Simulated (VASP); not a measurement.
The system is Cr.

```
Cr
1.0
    -1.41496    1.41496    1.41496
     1.41496   -1.41496    1.41496
     1.41496    1.41496   -1.41496
Cr
1
Direct
  0.00000 0.00000 0.00000
```

Base run:

- Program: VASP 6.6.1
- Functional: r2SCAN
- Potentials or basis: VASP PAW PBE potentials, release 64 (Cr_pv)
- Cutoff: 550 eV
- k mesh: 15 × 15 × 15
- Occupations: fermi-dirac, width 0.6 eV
- Spin: no spin polarisation

Its results: band gap on the k mesh zero (band 6 reaches 13.86 eV, above the bottom of band 7 at 10.42 eV); pressure 13.0 GPa.

Problem. The run is repeated on the same cell with these changes: occupations from fermi-dirac, width 0.6 eV to methfessel-paxton, width 1 eV. What comes out?

Solution. Band gap on the k mesh zero (band 6 reaches 13.60 eV, above the bottom of band 7 at 10.19 eV); pressure -1.7 GPa.

Caveats: the PAW data sets were made with another functional, which shifts forces and pressure a little; the run has no spin polarisation, though such a crystal can be magnetic.
